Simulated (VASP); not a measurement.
# CoO (F-43m) in VASP: notebook

Runs on CoO. Level: PBEsol. Tasks: single point.

Program: VASP 6.6.1. These are calculated values, not measurements. Logs are shortened: lines on timing, memory, paths and dates and some standing lists are left out, and cuts for length are marked.

### 1 The cell of the first run

Symmetry: F-43m, No. 216, cubic system. Conventional cell: a = 4.349 Å, b = 4.349 Å, c = 4.349 Å, α = 90.00°, β = 90.00°, γ = 90.00°. Within 2.5 Å of Co (site symmetry -43m) lie 4 O at 1.88 Å. O (site symmetry -43m) has 4 Co at 1.88 Å within 2.5 Å.

### 2 Single point, PBEsol, non-collinear spin, typed start, spin-orbit coupling

INCAR

```
SYSTEM = CoO
ALGO = Normal
EDIFF = 1E-6
ENCUT = 520
GGA = PS
GGA_COMPAT = .False.
ISIF = 2
ISMEAR = 0
LASPH = .True.
LCHARG = .False.
LMAXMIX = 4
LORBIT = 11
LORBMOM = .True.
LREAL = .False.
LSORBIT = .True.
LWAVE = .False.
MAGMOM = 0 3 0 0 0 0
NBANDS = 27
NELM = 150
PREC = Accurate
SIGMA = 0.1
```

KPOINTS

```
k-points
0
Gamma
  16 16 16
  0 0 0
```

POSCAR

```
CoO
1.0
    0.0000000000      2.1744804960      2.1744804960
    2.1744804960      0.0000000000      2.1744804960
    2.1744804960      2.1744804960      0.0000000000
Co O
1 1
Direct
    0.0000000000      0.0000000000      0.0000000000
    0.2500000000      0.2500000000      0.2500000000
```

Potentials or basis: VASP PAW PBE potentials, release 64 (Co, O).

Launch:

```sh
> cat potpaw_PBE.64/Co/POTCAR potpaw_PBE.64/O/POTCAR > POTCAR
> mpirun -np 1 vasp_ncl > vasp.out
```

OUTCAR:

```text
SYSTEM = CoO
   EDIFF = 1E-6
   ENCUT = 520
   GGA = PS
   ISIF = 2
   ISMEAR = 0
   LASPH = .True.
   LORBIT = 11
   LREAL = .False.
   LSORBIT = .True.
   NELM = 150
   PREC = Accurate

 ion  position               nearest neighbor table
   1  0.000  0.000  0.000-   2 1.88   2 1.88   2 1.88   2 1.88
   2  0.250  0.250  0.250-   1 1.88   1 1.88   1 1.88   1 1.88

  LATTYP: Found a face centered cubic cell.
 ALAT       =     4.3489609920

  Lattice vectors:

 A1 = (   0.0000000000,   2.1744804960,   2.1744804960)
 A2 = (   2.1744804960,   0.0000000000,   2.1744804960)
 A3 = (   2.1744804960,   2.1744804960,   0.0000000000)

Analysis of symmetry for initial positions (statically):
=====================================================================
 Subroutine PRICEL returns:
 Original cell was already a primitive cell.

 Routine SETGRP: Setting up the symmetry group for a
 face centered cubic supercell.

 Subroutine GETGRP returns: Found 24 space group operations
 (whereof 24 operations were pure point group operations)
 out of a pool of 48 trial point group operations.

The static configuration has the point symmetry T_d .

Analysis of symmetry for dynamics (positions and initial velocities):
=====================================================================
 Subroutine PRICEL returns:
 Original cell was already a primitive cell.

 Routine SETGRP: Setting up the symmetry group for a
 face centered cubic supercell.

 Subroutine GETGRP returns: Found 24 space group operations
 (whereof 24 operations were pure point group operations)
 out of a pool of 48 trial point group operations.

The dynamic configuration has the point symmetry T_d .

Analysis of structural, dynamic, and magnetic symmetry:
=====================================================================
 Subroutine PRICEL returns:
 Original cell was already a primitive cell.

 Routine SETGRP: Setting up the symmetry group for a
 face centered cubic supercell.

 Subroutine GETGRP returns: Found  4 space group operations
 (whereof  4 operations were pure point group operations)
 out of a pool of 48 trial point group operations.

The overall configuration has the point symmetry S_4 .

 Subroutine INISYM returns: Found  4 space group operations
 (whereof  4 operations are pure point group operations),
 and found     1 'primitive' translations

----------------------------------------------------------------------------------------

                                     Primitive cell

  volume of cell :      20.5635

  direct lattice vectors                    reciprocal lattice vectors
     0.000000000  2.174480496  2.174480496    -0.229939979  0.229939979  0.229939979
     2.174480496  0.000000000  2.174480496     0.229939979 -0.229939979  0.229939979
     2.174480496  2.174480496  0.000000000     0.229939979  0.229939979 -0.229939979

  length of vectors
     3.075179809  3.075179809  3.075179809     0.398267727  0.398267727  0.398267727

  position of ions in fractional coordinates (direct lattice)
     0.000000000  0.000000000  0.000000000
     0.250000000  0.250000000  0.250000000

  ion indices of the primitive-cell ions
   primitive index   ion index
                 1           1
                 2           2

----------------------------------------------------------------------------------------

 KPOINTS: k-points

Automatic generation of k-mesh.
 Grid dimensions read from file:
 generate k-points for:   16   16   16

 Generating k-lattice:

  Cartesian coordinates                     Fractional coordinates (reciprocal lattice)
    -0.014371249  0.014371249  0.014371249     0.062500000  0.000000000  0.000000000
     0.014371249 -0.014371249  0.014371249     0.000000000  0.062500000  0.000000000
     0.014371249  0.014371249 -0.014371249     0.000000000  0.000000000  0.062500000

  Length of vectors
     0.024891733  0.024891733  0.024891733

[... 94 lines left out ...]
 number of electron      14.9999997 magnetization      -0.0000000      1.8237613     -0.0000000

 Free energy of the ion-electron system (eV)
  ---------------------------------------------------
  ext. energy  EPLUGINS =         0.00000000
  ---------------------------------------------------
  free energy    TOTEN  =       -14.29403323 eV

  energy without entropy =      -14.28439721  energy(sigma->0) =      -14.28921522

 E-fermi :   7.1060     XC(G=0): -12.0939

 val. band max:        7.1047150490   @ k =   0.2500   0.0000  -0.2500
 cond. band min:       7.1066343176   @ k =  -0.0625  -0.1875   0.0000
 fundamental gap:      0.0019192686
 Fermi energy:         7.1059548285

 k-point     1 :       0.0000    0.0000    0.0000
  band No.  band energies     occupation
      1     -13.7413      1.00000
      2     -13.4384      1.00000
      3       0.3698      1.00000
      4       0.3732      1.00000
      5       0.3768      1.00000
      6       1.1309      1.00000
[... 709 lines left out ...]
     26      22.5289      0.00000
     27      25.6547      0.00000

 [... further k-points ...]

------------------------ aborting loop because EDIFF is reached ----------------------------------------

  FORCE on cell =-STRESS in cart. coord.  units (eV):
  Direction    XX          YY          ZZ          XY          YZ          ZX
  --------------------------------------------------------------------------------------
  -------------------------------------------------------------------------------------
  Total       -0.0038137     -0.0025112     -0.0038137      0.0000000      0.0000000     -0.0000005
  in kB       -0.2971431     -0.1956533     -0.2971431      0.0000000      0.0000000     -0.0000381
  external PRESSURE =      -0.2633132 kB  Pullay stress =       0.0000000 kB

 VOLUME and BASIS-vectors are now :
 -----------------------------------------------------------------------------
  energy-cutoff  :      520.00
  volume of cell :       20.56
      direct lattice vectors                 reciprocal lattice vectors
     0.000000000  2.174480496  2.174480496    -0.229939979  0.229939979  0.229939979
     2.174480496  0.000000000  2.174480496     0.229939979 -0.229939979  0.229939979
     2.174480496  2.174480496  0.000000000     0.229939979  0.229939979 -0.229939979

 POSITION                                       TOTAL-FORCE (eV/Angst)
 -----------------------------------------------------------------------------------
      0.00000      0.00000      0.00000         0.000000      0.000000      0.000000
      1.08724      1.08724      1.08724        -0.000000     -0.000000      0.000000
 -----------------------------------------------------------------------------------
    total drift:                                0.000000      0.000000      0.000000

  FREE ENERGIE OF THE ION-ELECTRON SYSTEM (eV)
  ---------------------------------------------------
  free  energy   TOTEN  =       -14.2940332278 eV

  energy  without entropy=      -14.2843972074  energy(sigma->0) =      -14.28921522

 orbital moment (x)

 # of ion     p       d       tot
 ----------------------------------------
  1         0.000  -0.000  -0.000
  2         0.000   0.000   0.000
 ----------------------------------------
            0.000  -0.000  -0.000

 orbital moment (y)

 # of ion     p       d       tot
 ----------------------------------------
  1        -0.000   0.051   0.051
  2         0.004   0.000   0.004
 ----------------------------------------
            0.004   0.051   0.055

 orbital moment (z)

 # of ion     p       d       tot
 ----------------------------------------
  1         0.000  -0.000  -0.000
  2        -0.000   0.000  -0.000
 ----------------------------------------
           -0.000  -0.000  -0.000

 Spin-Orbit-Coupling matrix elements

 Ion:    1  E_soc:     -0.0221670
 l=   1
     0.0000000    -0.0002014    -0.0002014
    -0.0002014     0.0000000    -0.0002129
    -0.0002014    -0.0002129     0.0000000
 l=   2
     0.0000000    -0.0004810     0.0000000    -0.0007447    -0.0028775
    -0.0004810     0.0000000    -0.0021559    -0.0007447    -0.0007216
     0.0000000    -0.0021559     0.0000000    -0.0020567     0.0000000
    -0.0007447    -0.0007447    -0.0020567     0.0000000    -0.0006856
    -0.0028775    -0.0007216     0.0000000    -0.0006856     0.0000000
 l=   3
     0.0000000     0.0000000     0.0000000     0.0000000     0.0000000     0.0000000     0.0000000
     0.0000000     0.0000000     0.0000000     0.0000000     0.0000000     0.0000000     0.0000000
     0.0000000     0.0000000     0.0000000     0.0000000     0.0000000     0.0000000     0.0000000
     0.0000000     0.0000000     0.0000000     0.0000000     0.0000000     0.0000000     0.0000000
     0.0000000     0.0000000     0.0000000     0.0000000     0.0000000     0.0000000     0.0000000
     0.0000000     0.0000000     0.0000000     0.0000000     0.0000000     0.0000000     0.0000000
     0.0000000     0.0000000     0.0000000     0.0000000     0.0000000     0.0000000     0.0000000

 Ion:    2  E_soc:      0.0000455
 l=   1
     0.0000000     0.0000102     0.0000102
     0.0000102     0.0000000     0.0000023
     0.0000102     0.0000023     0.0000000
 l=   2
     0.0000000     0.0000000     0.0000000     0.0000000     0.0000000
     0.0000000     0.0000000     0.0000000     0.0000000     0.0000000
     0.0000000     0.0000000     0.0000000     0.0000000     0.0000000
     0.0000000     0.0000000     0.0000000     0.0000000     0.0000000
     0.0000000     0.0000000     0.0000000     0.0000000     0.0000000
 l=   3
     0.0000000     0.0000000     0.0000000     0.0000000     0.0000000     0.0000000     0.0000000
     0.0000000     0.0000000     0.0000000     0.0000000     0.0000000     0.0000000     0.0000000
     0.0000000     0.0000000     0.0000000     0.0000000     0.0000000     0.0000000     0.0000000
     0.0000000     0.0000000     0.0000000     0.0000000     0.0000000     0.0000000     0.0000000
     0.0000000     0.0000000     0.0000000     0.0000000     0.0000000     0.0000000     0.0000000
     0.0000000     0.0000000     0.0000000     0.0000000     0.0000000     0.0000000     0.0000000
     0.0000000     0.0000000     0.0000000     0.0000000     0.0000000     0.0000000     0.0000000

 total charge

# of ion       s       p       d       tot
------------------------------------------
    1        0.382   0.542   7.334   8.258
    2        1.551   3.438   0.000   4.989
--------------------------------------------------
tot          1.933   3.980   7.334  13.247

 magnetization (x)

# of ion       s       p       d       tot
------------------------------------------
    1        0.000   0.000   0.000   0.000
    2        0.000   0.000   0.000   0.000
--------------------------------------------------
tot          0.000   0.000   0.000   0.000

 magnetization (y)

# of ion       s       p       d       tot
------------------------------------------
    1        0.008   0.041   1.572   1.621
    2        0.016   0.147   0.000   0.163
--------------------------------------------------
tot          0.024   0.188   1.572   1.784

 magnetization (z)

# of ion       s       p       d       tot
------------------------------------------
    1        0.000   0.000   0.000   0.000
    2        0.000   0.000   0.000   0.000
--------------------------------------------------
tot          0.000   0.000   0.000   0.000
```

Run time: 19 min. Hardware: 1 thread of Intel Xeon Platinum 8488C (Sapphire Rapids), shared host; peak memory 0.85 GiB.

Results:

| Quantity | Value |
| --- | --- |
| Free energy | -14.2940 eV |
| Pressure | 0.0 GPa |
| Net moment | 1.82 μB per cell |
| Valence electrons inside the program's atomic spheres | Co 8.26; O 4.99 |

Moments on the atoms (μB; x, y, z):
```
Co  0.00 1.62 0.00
O   0.00 0.16 0.00
```

Caveat: the PAW data sets were made with another functional, which shifts forces and pressure a little; a cell with one magnetic atom can't hold antiferromagnetic order, which such compounds often take.

(Part 1 of 2 ends here.)
